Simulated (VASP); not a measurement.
Wanted: the native input for a VASP 6.6.1 run.

```yaml
Task: single point
Functional: r2SCAN
Potentials_or_basis: VASP PAW PBE potentials, release 64 (Mn_pv, O)
Cutoff: 520 eV
k_mesh: 11 × 11 × 11
Occupations: fermi-dirac, width 0.05 eV
Spin: collinear spin, ferromagnetic start
Starting_moments: "[4.0, 0.0, 0.0] μB"
Dipole_correction: no
Further_INCAR_settings: ALGO = Normal; EDIFF = 1e-06; NBANDS = 24
```

MnO2:

```
CELL_PARAMETERS angstrom
1.41885 0.81917 4.55317
-1.41885 0.81917 4.55317
0.00000 -1.63834 4.55317
ATOMIC_POSITIONS crystal
Mn 0.00000 0.00000 0.00000
O 0.73564 0.73564 0.73564
O 0.26436 0.26436 0.26436
```

One way to write it, as run:

POSCAR

```
MnO2
1.0
    1.4188477395      0.8191721243      4.5531659587
   -1.4188477395      0.8191721243      4.5531659587
    0.0000000000     -1.6383442487      4.5531659587
Mn O
1 2
Direct
    0.0000000000      0.0000000000      0.0000000000
    0.7356355100      0.7356355100      0.7356355100
    0.2643644900      0.2643644900      0.2643644900
```

INCAR.step1

```
SYSTEM = MnO2
PREC = Accurate ; ENCUT = 520
ISMEAR = -1 ; SIGMA = 0.05
LREAL = .False. ; LASPH = .True.
NELM = 150 ; ISPIN = 2
MAGMOM = 4 0 0 ; LMAXMIX = 4
NBANDS = 24 ; GGA = PE
ALGO = Normal ; EDIFF = 1E-4
LWAVE = .True. ; LCHARG = .False.
```

INCAR.step2

```
SYSTEM = MnO2
PREC = Accurate ; ENCUT = 520
EDIFF = 1E-6 ; ISMEAR = -1
SIGMA = 0.05 ; LREAL = .False.
LASPH = .True. ; NELM = 150
ALGO = Normal ; ISIF = 2
LWAVE = .False. ; LCHARG = .False.
ISPIN = 2 ; MAGMOM = 4 0 0
LORBIT = 11 ; LMAXMIX = 4
METAGGA = R2SCAN ; LMIXTAU = .True.
NBANDS = 24 ; ISTART = 1
```

KPOINTS

```
Automatic mesh
0
Gamma
  11 11 11
  0 0 0
```

Potentials or basis: VASP PAW PBE potentials, release 64 (Mn_pv, O).

Command:

```sh
$ cat potpaw_PBE.64/Mn_pv/POTCAR potpaw_PBE.64/O/POTCAR > POTCAR
$ cp INCAR.step1 INCAR
$ mpirun -np 1 vasp_std > vasp.out
$ cp INCAR.step2 INCAR
$ mpirun -np 1 vasp_std > vasp.out
```

Results of the run:

```yaml
Pressure: 4.9 GPa
Largest_force: 0.315 eV/Å
Band_gap_on_the_k_mesh: 1.85 eV (least direct gap 1.94 eV)
Net_moment: 3.00 μB per cell
Site_moments: Mn +2.91; O +0.02 μB
Valence_electrons_inside_the_program's_atomic_spheres: Mn 11.76; O 5.05
```

Caveat: the cell stands under pressure; the PAW data sets were made with another functional, which shifts forces and pressure a little; a cell with one magnetic atom can't hold antiferromagnetic order, which such compounds often take.

It took 9.2 min on 1 thread of Intel(R) Xeon(R) 6975P-C (Granite Rapids) (shared host), peak memory 0.37 GiB.
